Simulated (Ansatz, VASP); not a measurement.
**MnO in VASP and in Ansatz**

```xyz
2
Lattice="0.0000 2.2197 2.2197 2.2197 0.0000 2.2197 2.2197 2.2197 0.0000" Properties=species:S:1:pos:R:3 pbc="T T T"
Mn    0.0000    0.0000    0.0000
O     2.2197    2.2197    2.2197
```

Alike in both runs: functional PBE; k mesh 13 × 13 × 13; occupations fermi-dirac, width 0.05 eV; collinear spin.

Ansatz relaxed the structure, and its values are those at the end. VASP's run is a single point on that final structure, the one shown.

```csv
,VASP,Ansatz
version,VASP 6.6.1,Ansatz 0.2.0
potentials or method,"VASP PAW PBE potentials, release 64 (Mn_pv, O)","PAW with Ansatz's default frozen-core files, scalar-relativistic"
plane-wave cutoff (eV),520,420
valence electrons in the cell,19,21
```

VASP gave:

* pressure (GPa): 0.2
* net moment per atom (μB): 2.37
* size of the moment on the site where the two differ most (μB): 4.31

Which values does Ansatz return?

Pressure (GPa): 0.0; net moment per atom (μB): 2.37; size of the moment on the site where the two differ most (μB): 4.03.

Site moments also hang on the region over which each program counts them. The functional is the same, so the differences come from potentials, cutoffs and numerics. VASP's potentials hold 19 valence electrons a cell and Ansatz's 21, so a difference there can come from the potentials and not from the codes.
